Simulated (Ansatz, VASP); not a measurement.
# Two plane-wave programs on Ga2F

```xyz
3
Lattice="4.5555 0.0000 0.0000 -2.2778 3.9452 0.0000 0.0000 0.0000 2.8058" Properties=species:S:1:pos:R:3 pbc="T T T"
Ga    0.0000    2.6301    1.4029
Ga    2.2778    1.3151    1.4029
F     0.0000    0.0000    0.0000
```

Alike in both runs: functional PBE; k mesh 12 × 12 × 16; occupations gaussian, width 0.1 eV; no spin polarisation.

Ansatz relaxed the structure, and its values are those at the end. VASP's run is a single point on that final structure, the one shown.

|  | VASP | Ansatz |
| --- | --- | --- |
| version | VASP 6.6.1 | Ansatz 0.2.0 |
| potentials or method | VASP PAW PBE potentials, release 64 (Ga_d, F), cutoff 520 eV | scalar-relativistic, plane waves, PAW |
| valence electrons in the cell | 33 | 33 |

|  | VASP | Ansatz | Ansatz less VASP |
| --- | --- | --- | --- |
| gap on the k mesh at the Fermi level (eV) | none | none | - |
| pressure (GPa) | 0.0 | 0.0 | +0.03 |

A gap of «none» marks a metal or a gap that the smearing closes.
